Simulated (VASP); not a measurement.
# YN (m.bgw) (Fm-3m) in VASP: single point with PBE

Aim: the single point of YN (m.bgw) with PBE.

Everything below comes from runs of VASP 6.6.1. Logs are shortened: lines on timing, memory, paths and dates and some standing lists are left out, and cuts for length are marked.

## Step 1: The cell of the first run

The structure is cubic, space group Fm-3m (No. 225). Conventional cell: a = 4.906 Å, b = 4.906 Å, c = 4.906 Å, α = 90.00°, β = 90.00°, γ = 90.00°. Y (site symmetry m-3m) has 6 N at 2.45 Å within 3.2 Å. Within 3.2 Å of N (site symmetry m-3m) lie 6 Y at 2.45 Å.

## Step 2: Single point, PBE

INCAR reads:

```
SYSTEM = YN
ALGO = Normal
EDIFF = 1E-6
ENCUT = 600
GGA = PE
GGA_COMPAT = .False.
ISIF = 2
ISMEAR = 0
LASPH = .True.
LCHARG = .False.
LREAL = .False.
LWAVE = .False.
NBANDS = 15
NELM = 120
PREC = Accurate
SIGMA = 0.01
```

KPOINTS reads:

```
k-points
0
Gamma
  6 6 6
  0 0 0
```

POSCAR reads:

```
YN
1.0
    0.0000000000      2.4530411940      2.4530411940
    2.4530411940      0.0000000000      2.4530411940
    2.4530411940      2.4530411940      0.0000000000
Y N
1 1
Direct
    0.0000000000      0.0000000000      0.0000000000
    0.5000000000      0.5000000000      0.5000000000
```

Potentials or basis: VASP PAW PBE potentials, release 64 (Y_sv, N).

The run is started by

```
$ cat potpaw_PBE.64/Y_sv/POTCAR potpaw_PBE.64/N/POTCAR > POTCAR
$ mpirun -np 1 vasp_std > vasp.out
```

OUTCAR:

```text
SYSTEM = YN
   EDIFF = 1E-6
   ENCUT = 600
   GGA = PE
   ISIF = 2
   ISMEAR = 0
   LASPH = .True.
   LREAL = .False.
   NELM = 120
   PREC = Accurate

 ion  position               nearest neighbor table
   1  0.000  0.000  0.000-   2 2.45   2 2.45   2 2.45   2 2.45   2 2.45   2 2.45
   2  0.500  0.500  0.500-   1 2.45   1 2.45   1 2.45   1 2.45   1 2.45   1 2.45

  LATTYP: Found a face centered cubic cell.
 ALAT       =     4.9060823880

  Lattice vectors:

 A1 = (   0.0000000000,   2.4530411940,   2.4530411940)
 A2 = (   2.4530411940,   0.0000000000,   2.4530411940)
 A3 = (   2.4530411940,   2.4530411940,   0.0000000000)

Analysis of symmetry for initial positions (statically):
=====================================================================
 Subroutine PRICEL returns:
 Original cell was already a primitive cell.

 Routine SETGRP: Setting up the symmetry group for a
 face centered cubic supercell.

 Subroutine GETGRP returns: Found 48 space group operations
 (whereof 48 operations were pure point group operations)
 out of a pool of 48 trial point group operations.

The static configuration has the point symmetry O_h .

Analysis of symmetry for dynamics (positions and initial velocities):
=====================================================================
 Subroutine PRICEL returns:
 Original cell was already a primitive cell.

 Routine SETGRP: Setting up the symmetry group for a
 face centered cubic supercell.

 Subroutine GETGRP returns: Found 48 space group operations
 (whereof 48 operations were pure point group operations)
 out of a pool of 48 trial point group operations.

The dynamic configuration has the point symmetry O_h .

 Subroutine INISYM returns: Found 48 space group operations
 (whereof 48 operations are pure point group operations),
 and found     1 'primitive' translations

----------------------------------------------------------------------------------------

                                     Primitive cell

  volume of cell :      29.5219

  direct lattice vectors                    reciprocal lattice vectors
     0.000000000  2.453041194  2.453041194    -0.203828619  0.203828619  0.203828619
     2.453041194  0.000000000  2.453041194     0.203828619 -0.203828619  0.203828619
     2.453041194  2.453041194  0.000000000     0.203828619  0.203828619 -0.203828619

  length of vectors
     3.469124126  3.469124126  3.469124126     0.353041525  0.353041525  0.353041525

  position of ions in fractional coordinates (direct lattice)
[... 80 lines left out ...]
   PSTRESS=    0.0 pullay stress
   NELECT =      16.0000    total number of electrons
   NUPDOWN=      -1.0000    fix difference up-down
   EMIN   =  10.00;   EMAX   =-10.00  energy-range for DOS
   EFERMI =   0.00;   METHOD = LEGACY
   ISMEAR =     0;   SIGMA  =   0.01  broadening in eV -4-tet -1-fermi 0-gaus
   EFERMI_NEDOS =   21; number of points for ismear=-14 and -15
   IALGO  =     38    algorithm
   IMIX   =      4    mixing-type and parameters
     AMIX     =   0.40;   BMIX     =  1.00
     AMIX_MAG =   1.60;   BMIX_MAG =  1.00
  volume/ion in A,a.u.               =      14.76        99.61
  Fermi-wavevector in a.u.,A,eV,Ry     =   1.334750  2.522312 24.239568  1.781558
  Thomas-Fermi vector in A             =   2.463507
   LORBIT       =      0    0 simple, 1 ext, 2 COOP (PROOUT), +10 PAW based schemes
   GGA     = PE    functional components
   LHFCALC =     F    Hartree Fock is set to
   AEXX    =    0.0000 exact exchange contribution
   IVDW    =     0    specifies the selected vdW correction
   LEPSILON=     F    determine dielectric tensor
   LRPA    =     F    only Hartree local field effects (RPA)
 non-spin polarized calculation
 Gauss-broadening in eV      SIGMA  =   0.01
  energy-cutoff  :      600.00
  volume of cell :       29.52
 maximum number of plane-waves:      1002
   NGX = 13   NGY = 13   NGZ = 13

 number of electron      16.0000001 magnetization

 Free energy of the ion-electron system (eV)
  ---------------------------------------------------
  ext. energy  EPLUGINS =         0.00000000
  ---------------------------------------------------
  free energy    TOTEN  =       -18.22193920 eV

  energy without entropy =      -18.22193920  energy(sigma->0) =      -18.22193920

 E-fermi :   4.2438     XC(G=0): -11.1939

 val. band max:        4.1048935168   @ k =   0.0000   0.0000   0.0000
 cond. band min:       4.2966505189   @ k =   0.5000   0.5000   0.0000
 fundamental gap:      0.1917570021
 Fermi energy:         4.2437994723

 k-point     1 :       0.0000    0.0000    0.0000
  band No.  band energies     occupation
      1     -36.7909      2.00000
      2     -16.4423      2.00000
      3     -16.4423      2.00000
      4     -16.4423      2.00000
      5      -8.7839      2.00000
      6       4.1049      2.00000
      7       4.1049      2.00000
      8       4.1049      2.00000
      9       7.2136      0.00000
     10       7.2136      0.00000
     11       7.2136      0.00000
     12       8.1536      0.00000
     13       9.1664      0.00000
     14       9.1664      0.00000
[... 257 lines left out ...]
      2     -17.1362      2.00000
      3     -16.8853      2.00000
      4     -16.8160      2.00000
      5      -7.9914      2.00000
      6       2.3540      2.00000
      7       2.5197      2.00000
      8       2.7525      2.00000
      9       6.4898      0.00000
     10       9.7138      0.00000
     11      11.2345      0.00000
     12      11.9196      0.00000
     13      12.5404      0.00000
     14      15.7461      0.00000
     15      16.0552      0.00000

------------------------ aborting loop because EDIFF is reached ----------------------------------------

  FORCE on cell =-STRESS in cart. coord.  units (eV):
  Direction    XX          YY          ZZ          XY          YZ          ZX
  --------------------------------------------------------------------------------------
  -------------------------------------------------------------------------------------
  Total       -0.0174248     -0.0174248     -0.0174248      0.0000000      0.0000000     -0.0000000
  in kB       -0.9456585     -0.9456585     -0.9456585      0.0000000      0.0000000     -0.0000000
  external PRESSURE =      -0.9456585 kB  Pullay stress =       0.0000000 kB

 VOLUME and BASIS-vectors are now :
 -----------------------------------------------------------------------------
  energy-cutoff  :      600.00
  volume of cell :       29.52
      direct lattice vectors                 reciprocal lattice vectors
     0.000000000  2.453041194  2.453041194    -0.203828619  0.203828619  0.203828619
     2.453041194  0.000000000  2.453041194     0.203828619 -0.203828619  0.203828619
     2.453041194  2.453041194  0.000000000     0.203828619  0.203828619 -0.203828619

 POSITION                                       TOTAL-FORCE (eV/Angst)
 -----------------------------------------------------------------------------------
      0.00000      0.00000      0.00000        -0.000000      0.000000     -0.000000
      2.45304      2.45304      2.45304         0.000000     -0.000000      0.000000
 -----------------------------------------------------------------------------------
    total drift:                                0.000000      0.000000      0.000000

  FREE ENERGIE OF THE ION-ELECTRON SYSTEM (eV)
  ---------------------------------------------------
  free  energy   TOTEN  =       -18.2219392045 eV

  energy  without entropy=      -18.2219392045  energy(sigma->0) =      -18.22193920
```

OSZICAR:

```text
N       E                     dE             d eps       ncg     rms          rms(c)
DAV:   1     0.546826782744E+02    0.54683E+02   -0.91396E+03   480   0.118E+03
DAV:   2    -0.186029106287E+02   -0.73286E+02   -0.66610E+02   648   0.242E+02
DAV:   3    -0.218755596315E+02   -0.32726E+01   -0.32564E+01   636   0.442E+01
DAV:   4    -0.219317635532E+02   -0.56204E-01   -0.56195E-01   558   0.549E+00
DAV:   5    -0.219326137898E+02   -0.85024E-03   -0.85023E-03   620   0.576E-01    0.303E+01
DAV:   6    -0.184884427683E+02    0.34442E+01   -0.89222E+00   543   0.253E+01    0.325E+01
DAV:   7    -0.182518697569E+02    0.23657E+00   -0.58532E-01   600   0.667E+00    0.236E+01
DAV:   8    -0.182512331817E+02    0.63658E-03   -0.27320E-01   718   0.475E+00    0.106E+01
DAV:   9    -0.182213406768E+02    0.29893E-01   -0.45229E-02   640   0.217E+00    0.177E+00
DAV:  10    -0.182219012363E+02   -0.56056E-03   -0.46053E-03   522   0.613E-01    0.426E-01
DAV:  11    -0.182219449966E+02   -0.43760E-04   -0.21286E-04   631   0.134E-01    0.269E-01
DAV:  12    -0.182219387526E+02    0.62440E-05   -0.19137E-05   615   0.424E-02    0.618E-02
DAV:  13    -0.182219392045E+02   -0.45200E-06   -0.21719E-06   493   0.142E-02
   1 F= -.18221939E+02 E0= -.18221939E+02  d E =-.579743E-16
```

It used 25 s of CPU time on 1 thread of AMD EPYC 7R13 Processor (Zen 3), with other jobs on the host.

What came out:

```yaml
Free_energy: -18.2219 eV
Pressure: -0.1 GPa
Band_gap_on_the_k_mesh: 0.19 eV, indirect (least direct gap 0.59 eV)
```

Levels at points of the mesh, in eV from the valence-band top:
```tsv
k point	band 5	band 6	band 7	band 8	band 9	band 10	band 11	band 12
(0.00, 0.00, 0.00)	-12.89	0.00	0.00	0.00	3.11	3.11	3.11	4.05
(0.50, 0.00, 0.00)	-11.17	-4.06	-2.22	-2.22	5.64	6.29	6.29	6.66
(0.50, 0.50, 0.00)	-12.45	-1.52	-0.40	-0.40	0.19	6.77	7.10	7.81
```
